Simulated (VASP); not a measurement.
# Mg3Sn2N2 (P6/mmm) in VASP: relaxation of cell and atoms with PBE

Aim: the relaxation of cell and atoms of Mg3Sn2N2 with PBE.

Program: VASP 6.6.1. These are calculated values, not measurements. Logs are shortened: lines on timing, memory, paths and dates and some standing lists are left out, and cuts for length are marked.

## 1. The cell of the first run

The structure is hexagonal, space group P6/mmm (No. 191). Conventional cell: a = 4.344 Å, b = 4.344 Å, c = 7.588 Å, α = 90.00°, β = 90.00°, γ = 120.00°. Mg (site symmetry 6mm) has 2 Mg at 2.28 to 2.66 Å and 6 N at 2.75 Å within 3.0 Å. Mg (site symmetry 6/mmm) has 6 Sn at 2.51 Å and 2 Mg at 2.66 Å within 3.3 Å. Within 3.3 Å of Sn (site symmetry -6m2) lie 3 Sn at 2.51 Å and 3 Mg at 2.51 Å. Within 3.3 Å of N (site symmetry -6m2) lie 3 N at 2.51 Å and 6 Mg at 2.75 Å.

The cell was built from a structure type or drawn by symmetry, and may not be a known phase.

## 2. Relaxation of cell and atoms, PBE

Contents of INCAR:

```
SYSTEM = Mg3Sn2N2
  PREC = Accurate
  ENCUT = 600
  EDIFF = 1E-6
  ISMEAR = 0
  SIGMA = 0.2
  LREAL = .False.
  LASPH = .True.
  NELM = 100
  ALGO = Normal
  ISIF = 3
  LWAVE = .False.
  LCHARG = .False.
  GGA = PE
  IBRION = 2
  NSW = 36
  EDIFFG = -0.08
```

Contents of KPOINTS:

```
regular mesh
0
Gamma
  4 4 2
  0 0 0
```

Contents of POSCAR:

```
Mg3Sn2N2
1.0
    4.3435953700      0.0000000000      0.0000000000
   -2.1717976800      3.7616639300      0.0000000000
    0.0000000000      0.0000000000      7.5881615900
Mg Sn N
3 2 2
Direct
    0.0000000000      0.0000000000      0.3500906000
    0.0000000000      0.0000000000      0.6499094000
    0.0000000000      0.0000000000      0.0000000000
    0.3333333300      0.6666666700      0.0000000000
    0.6666666700      0.3333333300      0.0000000000
    0.3333333300      0.6666666700      0.5000000000
    0.6666666700      0.3333333300      0.5000000000
```

Potentials or basis: VASP PAW PBE potentials, release 64 (Mg, Sn_d, N).

Command:

```console
$ cat potpaw_PBE.64/Mg/POTCAR potpaw_PBE.64/Sn_d/POTCAR potpaw_PBE.64/N/POTCAR > POTCAR
$ mpirun -np 1 vasp_std > vasp.out
```

OUTCAR:

```text
SYSTEM = Mg3Sn2N2
   PREC = Accurate
   ENCUT = 600
   EDIFF = 1E-6
   ISMEAR = 0
   LREAL = .False.
   LASPH = .True.
   NELM = 100
   ISIF = 3
   GGA = PE
   IBRION = 2
   NSW = 36
   EDIFFG = -0.08

 ion  position               nearest neighbor table
   1  0.000  0.000  0.350-   2 2.28   3 2.66   4 3.65   5 3.65   4 3.65   5 3.65   5 3.65   4 3.65

   2  0.000  0.000  0.650-   1 2.28   3 2.66   4 3.65   5 3.65   4 3.65   5 3.65   5 3.65   4 3.65

   3  0.000  0.000  0.000-   4 2.51   5 2.51   4 2.51   5 2.51   5 2.51   4 2.51   1 2.66   2 2.66

   4  0.333  0.667  0.000-   5 2.51   3 2.51   5 2.51   3 2.51   3 2.51   5 2.51   1 3.65   2 3.65
                             1 3.65   2 3.65   1 3.65   2 3.65
   5  0.667  0.333  0.000-   4 2.51   3 2.51   4 2.51   3 2.51   3 2.51   4 2.51   1 3.65   2 3.65
                             2 3.65   1 3.65   2 3.65   1 3.65
   6  0.333  0.667  0.500-
   7  0.667  0.333  0.500-

  LATTYP: Found a hexagonal cell.
 ALAT       =     4.3435953700
 C/A-ratio  =     1.7469770878

  Lattice vectors:

 A1 = (   4.3435953700,   0.0000000000,   0.0000000000)
 A2 = (  -2.1717976800,   3.7616639300,   0.0000000000)
 A3 = (   0.0000000000,   0.0000000000,   7.5881615900)

Analysis of symmetry for initial positions (statically):
=====================================================================
 Subroutine PRICEL returns:
 Original cell was already a primitive cell.

 Routine SETGRP: Setting up the symmetry group for a
 hexagonal supercell.

 Subroutine GETGRP returns: Found 24 space group operations
 (whereof 24 operations were pure point group operations)
 out of a pool of 24 trial point group operations.

The static configuration has the point symmetry D_6h.

Analysis of symmetry for dynamics (positions and initial velocities):
=====================================================================
 Subroutine PRICEL returns:
 Original cell was already a primitive cell.

 Routine SETGRP: Setting up the symmetry group for a
 hexagonal supercell.

 Subroutine GETGRP returns: Found 24 space group operations
 (whereof 24 operations were pure point group operations)
 out of a pool of 24 trial point group operations.

The dynamic configuration has the point symmetry D_6h.

 Subroutine INISYM returns: Found 24 space group operations
 (whereof 24 operations are pure point group operations),
 and found     1 'primitive' translations

----------------------------------------------------------------------------------------

                                     Primitive cell

  volume of cell :     123.9841

  direct lattice vectors                    reciprocal lattice vectors
     4.343595370  0.000000000  0.000000000     0.230224023  0.132919901  0.000000000
    -2.171797680  3.761663930  0.000000000     0.000000000  0.265839804  0.000000000
     0.000000000  0.000000000  7.588161590     0.000000000  0.000000000  0.131784226

  length of vectors
     4.343595370  4.343595364  7.588161590     0.265839803  0.265839804  0.131784226

  position of ions in fractional coordinates (direct lattice)
     0.000000000  0.000000000  0.350090600
     0.000000000  0.000000000  0.649909400
     0.000000000  0.000000000  0.000000000
     0.333333330  0.666666670  0.000000000
     0.666666670  0.333333330  0.000000000
     0.333333330  0.666666670  0.500000000
     0.666666670  0.333333330  0.500000000

  ion indices of the primitive-cell ions
   primitive index   ion index
                 1           1
                 2           2
                 3           3
                 4           4
                 5           5
                 6           6
                 7           7

----------------------------------------------------------------------------------------

 KPOINTS: regular mesh

Automatic generation of k-mesh.
 Grid dimensions read from file:
 generate k-points for:    4    4    2

 Generating k-lattice:

  Cartesian coordinates                     Fractional coordinates (reciprocal lattice)
     0.057556006  0.033229975  0.000000000     0.250000000  0.000000000  0.000000000
     0.000000000  0.066459951  0.000000000     0.000000000  0.250000000  0.000000000
     0.000000000  0.000000000  0.065892113     0.000000000  0.000000000  0.500000000

  Length of vectors
     0.066459951  0.066459951  0.065892113

  Shift w.r.t. Gamma in fractional coordinates (k-lattice)
     0.000000000  0.000000000  0.000000000

 Subroutine IBZKPT returns following result:
 ===========================================

 Found      8 irreducible k-points:

 Following reciprocal coordinates:
            Coordinates               Weight
  0.000000  0.000000  0.000000      1.000000
  0.250000  0.000000  0.000000      6.000000
  0.500000  0.000000  0.000000      3.000000
  0.250000  0.250000  0.000000      6.000000
  0.000000  0.000000  0.500000      1.000000
  0.250000  0.000000  0.500000      6.000000
  0.500000  0.000000  0.500000      3.000000
  0.250000  0.250000  0.500000      6.000000
   k-points           NKPTS =      8   k-points in BZ     NKDIM =      8   number of bands    NBANDS=     26
   number of dos      NEDOS =    301   number of ions     NIONS =      7
   total plane-waves  NPLWV =  82944
   dimension x,y,z NGX =    36 NGY =   36 NGZ =   64
   dimension x,y,z NGXF=    72 NGYF=   72 NGZF=  128
   ions per type =               3   2   2
   NGX,Y,Z   is equivalent  to a cutoff of  13.78, 13.78, 14.02 a.u.
   NGXF,Y,Z  is equivalent  to a cutoff of  27.56, 27.56, 28.04 a.u.
 SYSTEM =  Mg3Sn2N2
   PREC   = accura    normal or accurate (medium, high low for compatibility)
   ISTART =      0    job   : 0-new  1-cont  2-samecut
   ICHARG =      2    charge: 1-file 2-atom 10-const
   ISPIN  =      1    spin polarized calculation?
   LNONCOLLINEAR =      F non collinear calculations
   LSORBIT =      F    spin-orbit coupling
   LASPH  =      T    aspherical Exc in radial PAW
   ENCUT  =  600.0 eV  44.10 Ry    6.64 a.u.   8.68  8.68 15.16*2*pi/ulx,y,z
   NELM   =    100;   NELMIN=  2; NELMDL= -5     # of ELM steps
   EDIFF  = 0.1E-05   stopping-criterion for ELM
   LREAL  =      F    real-space projection
   EDIFFG = -.8E-01   stopping-criterion for IOM
   NSW    =     36    number of steps for IOM
   IBRION =      2    ionic relax: 0-MD 1-quasi-New 2-CG
   NFREE  =      1    steps in history (QN), initial steepest desc. (CG)
   ISIF   =      3    stress and relaxation
   ISYM   =      2    0-nonsym 1-usesym 2-fastsym
   POTIM  = 0.5000    time-step for ionic-motion
   TEBEG  =    0.0;   TEEND  =   0.0 temperature during run
   PSTRESS=    0.0 pullay stress
   NELECT =      44.0000    total number of electrons
   NUPDOWN=      -1.0000    fix difference up-down
   EMIN   =  10.00;   EMAX   =-10.00  energy-range for DOS
   EFERMI =   0.00;   METHOD = LEGACY
   ISMEAR =     0;   SIGMA  =   0.20  broadening in eV -4-tet -1-fermi 0-gaus
   EFERMI_NEDOS =   21; number of points for ismear=-14 and -15
   IALGO  =     38    algorithm
   IMIX   =      4    mixing-type and parameters
     AMIX     =   0.40;   BMIX     =  1.00
     AMIX_MAG =   1.60;   BMIX_MAG =  1.00
  volume/ion in A,a.u.               =      17.71       119.53
  Fermi-wavevector in a.u.,A,eV,Ry     =   1.159054  2.190295 18.278157  1.343407
  Thomas-Fermi vector in A             =   2.295650
   LORBIT       =      0    0 simple, 1 ext, 2 COOP (PROOUT), +10 PAW based schemes
   GGA     = PE    functional components
   LHFCALC =     F    Hartree Fock is set to
   AEXX    =    0.0000 exact exchange contribution
   IVDW    =     0    specifies the selected vdW correction
   LEPSILON=     F    determine dielectric tensor
   LRPA    =     F    only Hartree local field effects (RPA)
 conjugate gradient relaxation of ions
 non-spin polarized calculation
 Gauss-broadening in eV      SIGMA  =   0.20
  energy-cutoff  :      600.00
  volume of cell :      123.98
 maximum number of plane-waves:      4160
 NGX is ok and might be reduce to    36
   NGX = 17   NGY = 17   NGZ = 31

--------------------------------------- Ionic step        1  -------------------------------------------

 number of electron      43.9999994 magnetization

 Free energy of the ion-electron system (eV)
  ---------------------------------------------------
  ext. energy  EPLUGINS =         0.00000000
  ---------------------------------------------------
  free energy    TOTEN  =       -15.48109699 eV

  energy without entropy =      -15.39409712  energy(sigma->0) =      -15.43759705

 E-fermi :   5.5104     XC(G=0):  -9.8796

 val. band max:        5.4918621876   @ k =   0.2500   0.0000   0.5000
 cond. band min:       5.5490861795   @ k =   0.0000   0.0000   0.0000
 fundamental gap:      0.0572239919
 Fermi energy:         5.5104032312

 k-point     1 :       0.0000    0.0000    0.0000
  band No.  band energies     occupation
      1     -17.4195      2.00000
      2     -17.4195      2.00000
      3     -17.3784      2.00000
      4     -17.1173      2.00000
      5     -17.1173      2.00000
      6     -17.0547      2.00000
[... 337 lines left out ...]
  FREE ENERGIE OF THE ION-ELECTRON SYSTEM (eV)
  ---------------------------------------------------
  free  energy   TOTEN  =       -17.5050591903 eV

  energy  without entropy=      -17.3261248862  energy(sigma->0) =      -17.41559204

[... ionic steps 4 to 7 ...]

--------------------------------------- Ionic step        8  -------------------------------------------

 number of electron      44.0000020 magnetization

------------------------ aborting loop because EDIFF is reached ----------------------------------------

  FORCE on cell =-STRESS in cart. coord.  units (eV):
  Direction    XX          YY          ZZ          XY          YZ          ZX
  --------------------------------------------------------------------------------------
  -------------------------------------------------------------------------------------
  Total        0.1253103      0.1253103      0.0562091      0.0000000      0.0000000      0.0000000
  in kB        1.2019293      1.2019293      0.5391370      0.0000000      0.0000000      0.0000000
  external PRESSURE =       0.9809985 kB  Pullay stress =       0.0000000 kB
[... 67 lines left out ...]
  energy  without entropy=      -17.5439810711  energy(sigma->0) =      -17.61232495

--------------------------------------- Ionic step       10  -------------------------------------------

 number of electron      44.0000015 magnetization

 Free energy of the ion-electron system (eV)
  ---------------------------------------------------
  ext. energy  EPLUGINS =         0.00000000
  ---------------------------------------------------
  free energy    TOTEN  =       -17.68423954 eV

  energy without entropy =      -17.54047225  energy(sigma->0) =      -17.61235589

 E-fermi :   3.1050     XC(G=0):  -8.6261

 val. band max:        3.0833129043   @ k =   0.0000   0.0000   0.0000
 cond. band min:       3.1121807711   @ k =   0.2500   0.0000   0.5000
 fundamental gap:      0.0288678668
 Fermi energy:         3.1049858825

 k-point     1 :       0.0000    0.0000    0.0000
  band No.  band energies     occupation
      1     -19.3509      2.00000
      2     -19.3509      2.00000
      3     -19.3143      2.00000
      4     -19.1903      2.00000
      5     -19.1903      2.00000
      6     -19.1400      2.00000
[... 255 lines left out ...]
  FREE ENERGIE OF THE ION-ELECTRON SYSTEM (eV)
  ---------------------------------------------------
  free  energy   TOTEN  =       -17.6842395394 eV

  energy  without entropy=      -17.5404722496  energy(sigma->0) =      -17.61235589

 reached required accuracy - stopping structural energy minimisation
```

Run time: 2.4 min. Hardware: 1 thread of Intel Xeon 6975P-C (Granite Rapids), shared host; peak memory 0.3 GiB.

Results:

```yaml
Free_energy: -17.6842 eV
Relaxed_volume: 24.11 Å³/atom
Relaxed_cell: a = 4.754 Å, b = 4.754 Å, c = 8.625 Å, α = 90.00°, β = 90.00°, γ = 120.00°
Space_group_after_relaxing_to_0.1_Å: P6/mmm (No. 191)
Energy_gained_by_relaxing: 314.7 meV/atom
Ionic_steps: 10
Pressure_after_relaxing: -0.1 GPa
Largest_force_after_relaxing: 0.028 eV/Å
Band_gap_on_the_k_mesh: zero (bands 22 and 23 overlap by 0.56 eV)
```

Forces in eV/Å, atoms in the order of the input:
```
Mg   0.000  0.000 -0.028
Mg   0.000  0.000  0.028
Mg   0.000  0.000  0.000
Sn   0.000  0.000  0.000
Sn   0.000  0.000  0.000
N    0.000  0.000  0.000
N    0.000  0.000  0.000
```

The path:
```tsv
step	energy change (eV)	largest force (eV/Å)	pressure (GPa)	volume (Å³)
1	0.0000	1.0480	21.87	123.98
2	-1.9313	0.0207	-1.73	172.41
3	-2.0240	0.1933	0.96	159.09
4	-2.0258	0.1698	0.61	160.57
5	-2.1316	0.1510	0.14	163.75
6	-2.1694	0.5310	-0.21	168.39
7	-2.1739	0.4496	-0.18	167.28
8	-2.1929	0.2796	0.10	167.04
9	-2.1996	0.1102	0.41	166.79
10	-2.2031	0.0281	-0.06	168.78
```

Final structure:
```yaml
crystal:
  lattice:
    - [4.75368, 0.00000, 0.00000]
    - [-2.37684, 4.11681, 0.00000]
    - [0.00000, 0.00000, 8.62458]
  atoms:
    - { symbol: Mg, position: [0.00000, 0.00000, 0.34971] }
    - { symbol: Mg, position: [0.00000, 0.00000, 0.65029] }
    - { symbol: Mg, position: [0.00000, 0.00000, 0.00000] }
    - { symbol: Sn, position: [0.33333, 0.66667, 0.00000] }
    - { symbol: Sn, position: [0.66667, 0.33333, 0.00000] }
    - { symbol: N, position: [0.33333, 0.66667, 0.50000] }
    - { symbol: N, position: [0.66667, 0.33333, 0.50000] }
```

Caveat: the k points lie up to 0.38 Å⁻¹ apart in the final cell, too coarse for converged energies and pressures of a metal; the volume moved by over 15 % at a fixed basis, so the end points are rough; spin-orbit coupling is left out, which moves the levels of the heavy elements.
